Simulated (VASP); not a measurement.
# AlN (P6_3mc) in VASP: notebook, part 3 of 3

VASP 6.6.1.

### Step 4. Single point, PBE

INCAR reads:

```
  PREC = Accurate
  ENCUT = 520
  EDIFF = 1E-6
  ISMEAR = 0
  SIGMA = 0.05
  LREAL = F
  LASPH = T
  NELM = 60
  ALGO = Normal
  ISIF = 2
  LWAVE = F
  LCHARG = F
  GGA = PE
  NBANDS = 16
```

KPOINTS reads:

```
Automatic mesh
0
Gamma
  9 9 6
```

POSCAR reads:

```
AlN
1.0
    3.2859774621      0.0000000000      0.0000000000
   -1.6429887310      2.8457399585      0.0000000000
    0.0000000000      0.0000000000      4.1528332427
Al N
2 2
Direct
    0.3333333333      0.6666666667      0.7805460420
    0.6666666667      0.3333333333      0.2805460420
    0.3333333333      0.6666666667      0.1911594770
    0.6666666667      0.3333333333      0.6911594770
```

Potentials or basis: VASP PAW PBE potentials, release 64 (Al, N).

Launch:

```bash
> cat potpaw_PBE.64/Al/POTCAR potpaw_PBE.64/N/POTCAR > POTCAR
> mpirun -np 1 vasp_std > vasp.out
```

OUTCAR:

```text
PREC = Accurate
   ENCUT = 520
   EDIFF = 1E-6
   ISMEAR = 0
   LREAL = F
   LASPH = T
   NELM = 60
   ISIF = 2
   GGA = PE

 ion  position               nearest neighbor table
   1  0.333  0.667  0.781-   3 1.71   4 1.93   4 1.93   4 1.93   3 2.45   2 2.81   2 2.81   2 2.81
                             2 2.81   2 2.81   2 2.81
   2  0.667  0.333  0.281-   4 1.71   3 1.93   3 1.93   3 1.93   4 2.45   1 2.81   1 2.81   1 2.81
                             1 2.81   1 2.81   1 2.81
   3  0.333  0.667  0.191-   1 1.71   2 1.93   2 1.93   2 1.93   1 2.45
   4  0.667  0.333  0.691-   2 1.71   1 1.93   1 1.93   1 1.93   2 2.45

  LATTYP: Found a hexagonal cell.
 ALAT       =     3.2859774621
 C/A-ratio  =     1.2638045424

  Lattice vectors:

 A1 = (   3.2859774621,   0.0000000000,   0.0000000000)
 A2 = (  -1.6429887310,   2.8457399585,   0.0000000000)
 A3 = (   0.0000000000,   0.0000000000,   4.1528332427)

Analysis of symmetry for initial positions (statically):
=====================================================================
 Subroutine PRICEL returns:
 Original cell was already a primitive cell.

 Routine SETGRP: Setting up the symmetry group for a
 hexagonal supercell.

 Subroutine GETGRP returns: Found 12 space group operations
 (whereof  6 operations were pure point group operations)
 out of a pool of 24 trial point group operations.

The static configuration has the point symmetry C_3v.
 The point group associated with its full space group is C_6v.

Analysis of symmetry for dynamics (positions and initial velocities):
=====================================================================
 Subroutine PRICEL returns:
 Original cell was already a primitive cell.

 Routine SETGRP: Setting up the symmetry group for a
 hexagonal supercell.

 Subroutine GETGRP returns: Found 12 space group operations
 (whereof  6 operations were pure point group operations)
 out of a pool of 24 trial point group operations.

The dynamic configuration has the point symmetry C_3v.
 The point group associated with its full space group is C_6v.

 Subroutine INISYM returns: Found 12 space group operations
 (whereof  6 operations are pure point group operations),
 and found     1 'primitive' translations

----------------------------------------------------------------------------------------

                                     Primitive cell

  volume of cell :      38.8333

  direct lattice vectors                    reciprocal lattice vectors
     3.285977462  0.000000000  0.000000000     0.304323451  0.175701226  0.000000000
    -1.642988731  2.845739958  0.000000000     0.000000000  0.351402452  0.000000000
     0.000000000  0.000000000  4.152833243     0.000000000  0.000000000  0.240799459

  length of vectors
     3.285977462  3.285977462  4.152833243     0.351402452  0.351402452  0.240799459

  position of ions in fractional coordinates (direct lattice)
     0.333333333  0.666666667  0.780546042
     0.666666667  0.333333333  0.280546042
     0.333333333  0.666666667  0.191159477
     0.666666667  0.333333333  0.691159477

  ion indices of the primitive-cell ions
   primitive index   ion index
                 1           1
                 2           2
                 3           3
                 4           4

----------------------------------------------------------------------------------------

 KPOINTS: Automatic mesh

Automatic generation of k-mesh.
 Grid dimensions read from file:
 generate k-points for:    9    9    6

 Generating k-lattice:

  Cartesian coordinates                     Fractional coordinates (reciprocal lattice)
     0.033813717  0.019522358  0.000000000     0.111111111  0.000000000  0.000000000
     0.000000000  0.039044717  0.000000000     0.000000000  0.111111111  0.000000000
     0.000000000  0.000000000  0.040133243     0.000000000  0.000000000  0.166666667

  Length of vectors
     0.039044717  0.039044717  0.040133243

  Shift w.r.t. Gamma in fractional coordinates (k-lattice)
     0.000000000  0.000000000  0.000000000

 Subroutine IBZKPT returns following result:
 ===========================================

 Found     48 irreducible k-points:

 Following reciprocal coordinates:
            Coordinates               Weight
  0.000000  0.000000  0.000000      1.000000
  0.111111 -0.000000  0.000000      6.000000
  0.222222 -0.000000  0.000000      6.000000
  0.333333  0.000000  0.000000      6.000000
  0.444444 -0.000000  0.000000      6.000000
  0.111111  0.111111  0.000000      6.000000
[... 16 lines left out ...]
  0.333333  0.222222  0.166667     24.000000
  0.333333  0.333333  0.166667      4.000000
 [... further k-points ...]
   k-points           NKPTS =     48   k-points in BZ     NKDIM =     48   number of bands    NBANDS=     16
   number of dos      NEDOS =    301   number of ions     NIONS =      4
   total plane-waves  NPLWV =  18432
   dimension x,y,z NGX =    24 NGY =   24 NGZ =   32
   dimension x,y,z NGXF=    48 NGYF=   48 NGZF=   64
   ions per type =               2   2
   NGX,Y,Z   is equivalent  to a cutoff of  12.14, 12.14, 12.81 a.u.
   NGXF,Y,Z  is equivalent  to a cutoff of  24.28, 24.28, 25.62 a.u.
 SYSTEM =  unknown system
   PREC   = accura    normal or accurate (medium, high low for compatibility)
   ISTART =      0    job   : 0-new  1-cont  2-samecut
   ICHARG =      2    charge: 1-file 2-atom 10-const
   ISPIN  =      1    spin polarized calculation?
   LNONCOLLINEAR =      F non collinear calculations
   LSORBIT =      F    spin-orbit coupling
   LASPH  =      T    aspherical Exc in radial PAW
   ENCUT  =  520.0 eV  38.22 Ry    6.18 a.u.   6.11  6.11  7.72*2*pi/ulx,y,z
   NELM   =     60;   NELMIN=  2; NELMDL= -5     # of ELM steps
   EDIFF  = 0.1E-05   stopping-criterion for ELM
   LREAL  =      F    real-space projection
   EDIFFG = 0.1E-04   stopping-criterion for IOM
   NSW    =      0    number of steps for IOM
   IBRION =     -1    ionic relax: 0-MD 1-quasi-New 2-CG
   NFREE  =      0    steps in history (QN), initial steepest desc. (CG)
   ISIF   =      2    stress and relaxation
   ISYM   =      2    0-nonsym 1-usesym 2-fastsym
   POTIM  = 0.5000    time-step for ionic-motion
   TEBEG  =    0.0;   TEEND  =   0.0 temperature during run
   PSTRESS=    0.0 pullay stress
   NELECT =      16.0000    total number of electrons
   NUPDOWN=      -1.0000    fix difference up-down
   EMIN   =  10.00;   EMAX   =-10.00  energy-range for DOS
   EFERMI =   0.00;   METHOD = LEGACY
   ISMEAR =     0;   SIGMA  =   0.05  broadening in eV -4-tet -1-fermi 0-gaus
   EFERMI_NEDOS =   21; number of points for ismear=-14 and -15
   IALGO  =     38    algorithm
   IMIX   =      4    mixing-type and parameters
     AMIX     =   0.40;   BMIX     =  1.00
     AMIX_MAG =   1.60;   BMIX_MAG =  1.00
  volume/ion in A,a.u.               =       9.71        65.52
  Fermi-wavevector in a.u.,A,eV,Ry     =   1.218185  2.302037 20.190715  1.483976
  Thomas-Fermi vector in A             =   2.353480
   LORBIT       =      0    0 simple, 1 ext, 2 COOP (PROOUT), +10 PAW based schemes
   GGA     = PE    functional components
   LHFCALC =     F    Hartree Fock is set to
   AEXX    =    0.0000 exact exchange contribution
   IVDW    =     0    specifies the selected vdW correction
   LEPSILON=     F    determine dielectric tensor
   LRPA    =     F    only Hartree local field effects (RPA)
 non-spin polarized calculation
 Gauss-broadening in eV      SIGMA  =   0.05
  energy-cutoff  :      520.00
  volume of cell :       38.83
 maximum number of plane-waves:      1068
   NGX = 13   NGY = 13   NGZ = 15

 number of electron      15.9999999 magnetization

 Free energy of the ion-electron system (eV)
  ---------------------------------------------------
  ext. energy  EPLUGINS =         0.00000000
  ---------------------------------------------------
  free energy    TOTEN  =       -28.50134257 eV

  energy without entropy =      -28.50134257  energy(sigma->0) =      -28.50134257

 E-fermi :   7.8082     XC(G=0): -11.2214

 val. band max:        7.5355293630   @ k =   0.0000   0.0000   0.0000
 cond. band min:      11.5183935874   @ k =   0.0000   0.0000   0.0000
 fundamental gap:      3.9828642244
 Fermi energy:         7.8081553615

 k-point     1 :       0.0000    0.0000    0.0000
  band No.  band energies     occupation
      1      -8.8254      2.00000
      2      -5.2670      2.00000
      3       1.3506      2.00000
      4       4.9206      2.00000
      5       4.9206      2.00000
      6       6.5311      2.00000
[... 433 lines left out ...]
      3       1.5601      2.00000
      4       2.4897      2.00000
      5       2.4897      2.00000
      6       5.0712      2.00000
[... 8 lines left out ...]
     15      19.9953      0.00000
     16      21.6310      0.00000

 [... further k-points ...]
[... 5 lines left out ...]
  --------------------------------------------------------------------------------------
  -------------------------------------------------------------------------------------
  Total       -0.6439205     -0.6439205     16.5782926     -0.0000000      0.0000000     -0.0000000
  in kB      -26.5667555    -26.5667555    683.9842442     -0.0000000      0.0000000     -0.0000000
  external PRESSURE =     210.2835778 kB  Pullay stress =       0.0000000 kB

 VOLUME and BASIS-vectors are now :
 -----------------------------------------------------------------------------
  energy-cutoff  :      520.00
  volume of cell :       38.83
      direct lattice vectors                 reciprocal lattice vectors
     3.285977462  0.000000000  0.000000000     0.304323451  0.175701226  0.000000000
    -1.642988731  2.845739958  0.000000000     0.000000000  0.351402452  0.000000000
     0.000000000  0.000000000  4.152833243     0.000000000  0.000000000  0.240799459

 POSITION                                       TOTAL-FORCE (eV/Angst)
 -----------------------------------------------------------------------------------
     -0.00000      1.89716      3.24148        -0.000000     -0.000000     -3.699843
      1.64299      0.94858      1.16506         0.000000     -0.000000     -3.699843
     -0.00000      1.89716      0.79385        -0.000000     -0.000000      3.699843
      1.64299      0.94858      2.87027         0.000000      0.000000      3.699843
 -----------------------------------------------------------------------------------
    total drift:                               -0.000000     -0.000000      0.000065

  FREE ENERGIE OF THE ION-ELECTRON SYSTEM (eV)
  ---------------------------------------------------
  free  energy   TOTEN  =       -28.5013425707 eV

  energy  without entropy=      -28.5013425707  energy(sigma->0) =      -28.50134257
```

OSZICAR:

```text
N       E                     dE             d eps       ncg     rms          rms(c)
DAV:   1     0.432174781149E+02    0.43217E+02   -0.74296E+03  1544   0.899E+02
DAV:   2    -0.304981565450E+02   -0.73716E+02   -0.67786E+02  2224   0.192E+02
DAV:   3    -0.337839711498E+02   -0.32858E+01   -0.32754E+01  1936   0.415E+01
DAV:   4    -0.338032097748E+02   -0.19239E-01   -0.19237E-01  1848   0.361E+00
DAV:   5    -0.338034742032E+02   -0.26443E-03   -0.26443E-03  1920   0.422E-01    0.128E+01
DAV:   6    -0.285607185579E+02    0.52428E+01   -0.10371E+01  1928   0.243E+01    0.437E+00
DAV:   7    -0.285286380898E+02    0.32080E-01   -0.82208E-01  1712   0.650E+00    0.306E+00
DAV:   8    -0.285070365709E+02    0.21602E-01   -0.93873E-02  1728   0.258E+00    0.607E-01
DAV:   9    -0.285008517408E+02    0.61848E-02   -0.17300E-02  2000   0.102E+00    0.256E-01
DAV:  10    -0.285013605476E+02   -0.50881E-03   -0.25045E-03  1648   0.342E-01    0.113E-01
DAV:  11    -0.285013354520E+02    0.25096E-04   -0.34047E-04  1712   0.152E-01    0.217E-02
DAV:  12    -0.285013427742E+02   -0.73222E-05   -0.24088E-05  1848   0.398E-02    0.876E-03
DAV:  13    -0.285013425707E+02    0.20351E-06   -0.30908E-06  1800   0.148E-02
   1 F= -.28501343E+02 E0= -.28501343E+02  d E =-.711533E-17
```

It took 14 s on 1 thread of Intel Xeon Platinum 8259CL at 2.50GHz (Skylake/Cascade Lake), shared host; peak memory 0.15 GiB.

Results:

* Free energy: -28.5013 eV
* Pressure: 21.0 GPa
* Largest force: 3.700 eV/Å
* Band gap on the k mesh: 3.98 eV, direct

Forces on the atoms (eV/Å):
```
Al   0.000  0.000 -3.700
Al   0.000  0.000 -3.700
N    0.000  0.000  3.700
N    0.000  0.000  3.700
```

Caveat: forces of over 1 eV/Å act on the atoms, so gaps and moduli don't describe the material at rest. A hybrid or GW would open this gap; PBE tends to underestimate it.

### Step 5. Single point, PBE

INCAR reads:

```
SYSTEM = AlN
  PREC = Accurate
  ENCUT = 520
  EDIFF = 1E-7
  ISMEAR = 0
  SIGMA = 0.05
  LREAL = .FALSE.
  LASPH = .TRUE.
  NELM = 100
  ALGO = Normal
  ISIF = 2
  LWAVE = .FALSE.
  LCHARG = .TRUE.
  GGA = PE
  LELF = .TRUE.
  LVHAR = .TRUE.
  NBANDS = 16
```

KPOINTS reads:

```
Automatic mesh
0
G
  9 9 6
  0 0 0
```

POSCAR reads:

```
AlN
1.0
    3.2859774621      0.0000000000      0.0000000000
   -1.6429887310      2.8457399585      0.0000000000
    0.0000000000      0.0000000000      4.1528332427
Al N
2 2
Direct
    0.3333333333      0.6666666667      0.7652730210
    0.6666666667      0.3333333333      0.2652730210
    0.3333333333      0.6666666667      0.2205797385
    0.6666666667      0.3333333333      0.7205797385
```

Potentials or basis: VASP PAW PBE potentials, release 64 (Al, N).

Launch:

```bash
> cat potpaw_PBE.64/Al/POTCAR potpaw_PBE.64/N/POTCAR > POTCAR
> mpirun -np 1 vasp_std > vasp.out
```

OUTCAR:

```text
SYSTEM = AlN
   PREC = Accurate
   ENCUT = 520
   EDIFF = 1E-7
   ISMEAR = 0
   LREAL = .FALSE.
   LASPH = .TRUE.
   NELM = 100
   ISIF = 2
   GGA = PE

 ion  position               nearest neighbor table
   1  0.333  0.667  0.765-   3 1.89   4 1.91   4 1.91   4 1.91   3 2.26   2 2.81   2 2.81   2 2.81
                             2 2.81   2 2.81   2 2.81
   2  0.667  0.333  0.265-   4 1.89   3 1.91   3 1.91   3 1.91   4 2.26   1 2.81   1 2.81   1 2.81
                             1 2.81   1 2.81   1 2.81
   3  0.333  0.667  0.221-   1 1.89   2 1.91   2 1.91   2 1.91   1 2.26
   4  0.667  0.333  0.721-   2 1.89   1 1.91   1 1.91   1 1.91   2 2.26

  LATTYP: Found a hexagonal cell.
 ALAT       =     3.2859774621
 C/A-ratio  =     1.2638045424

  Lattice vectors:

 A1 = (   3.2859774621,   0.0000000000,   0.0000000000)
 A2 = (  -1.6429887310,   2.8457399585,   0.0000000000)
 A3 = (   0.0000000000,   0.0000000000,   4.1528332427)

Analysis of symmetry for initial positions (statically):
=====================================================================
 Subroutine PRICEL returns:
 Original cell was already a primitive cell.

 Routine SETGRP: Setting up the symmetry group for a
 hexagonal supercell.

[... 170 lines left out ...]
  energy without entropy =      -29.20486306  energy(sigma->0) =      -29.20486306

 E-fermi :   8.2684     XC(G=0): -11.2564

 val. band max:        8.0300474358   @ k =   0.0000   0.0000   0.0000
 cond. band min:      11.6336183207   @ k =   0.0000   0.0000   0.0000
 fundamental gap:      3.6035708849
 Fermi energy:         8.2683590272

 k-point     1 :       0.0000    0.0000    0.0000
  band No.  band energies     occupation
      1      -8.7690      2.00000
      2      -5.0742      2.00000
      3       1.2450      2.00000
      4       4.8984      2.00000
      5       4.8984      2.00000
      6       6.5670      2.00000
[... 433 lines left out ...]
      3       1.5684      2.00000
      4       2.5626      2.00000
      5       2.5626      2.00000
      6       5.1287      2.00000
[... 8 lines left out ...]
     15      19.6852      0.00000
     16      21.5950      0.00000

 [... further k-points ...]
[... 5 lines left out ...]
  --------------------------------------------------------------------------------------
  -------------------------------------------------------------------------------------
  Total        0.7946816      0.7946816      4.6290618      0.0000000     -0.0000000      0.0000000
  in kB       32.7868311     32.7868311    190.9850096      0.0000000     -0.0000000      0.0000000
  external PRESSURE =      85.5195572 kB  Pullay stress =       0.0000000 kB

 VOLUME and BASIS-vectors are now :
 -----------------------------------------------------------------------------
  energy-cutoff  :      520.00
  volume of cell :       38.83
      direct lattice vectors                 reciprocal lattice vectors
     3.285977462  0.000000000  0.000000000     0.304323451  0.175701226  0.000000000
    -1.642988731  2.845739958  0.000000000     0.000000000  0.351402452  0.000000000
     0.000000000  0.000000000  4.152833243     0.000000000  0.000000000  0.240799459

 POSITION                                       TOTAL-FORCE (eV/Angst)
 -----------------------------------------------------------------------------------
     -0.00000      1.89716      3.17805        -0.000000     -0.000000     -0.704829
      1.64299      0.94858      1.10163        -0.000000      0.000000     -0.704829
     -0.00000      1.89716      0.91603        -0.000000      0.000000      0.704829
      1.64299      0.94858      2.99245         0.000000     -0.000000      0.704829
 -----------------------------------------------------------------------------------
    total drift:                               -0.000000     -0.000000     -0.000366

  FREE ENERGIE OF THE ION-ELECTRON SYSTEM (eV)
  ---------------------------------------------------
  free  energy   TOTEN  =       -29.2048630638 eV

  energy  without entropy=      -29.2048630638  energy(sigma->0) =      -29.20486306
```

Wall time 16 s (1 thread of Intel Xeon Platinum 8259CL at 2.50GHz (Skylake/Cascade Lake), shared host); peak memory 0.15 GiB.

Results:

| Item | Value |
| --- | --- |
| Free energy | -29.2049 eV |
| Pressure | 8.6 GPa |
| Largest force | 0.705 eV/Å |
| Band gap on the k mesh | 3.60 eV, direct |

Forces on the atoms (eV/Å):
```
Al   0.000  0.000 -0.705
Al   0.000  0.000 -0.705
N    0.000  0.000  0.705
N    0.000  0.000  0.705
```

Stress tensor (GPa, compression positive):
```
 3.28  0.00  0.00
 0.00  3.28  0.00
 0.00  0.00 19.10
```
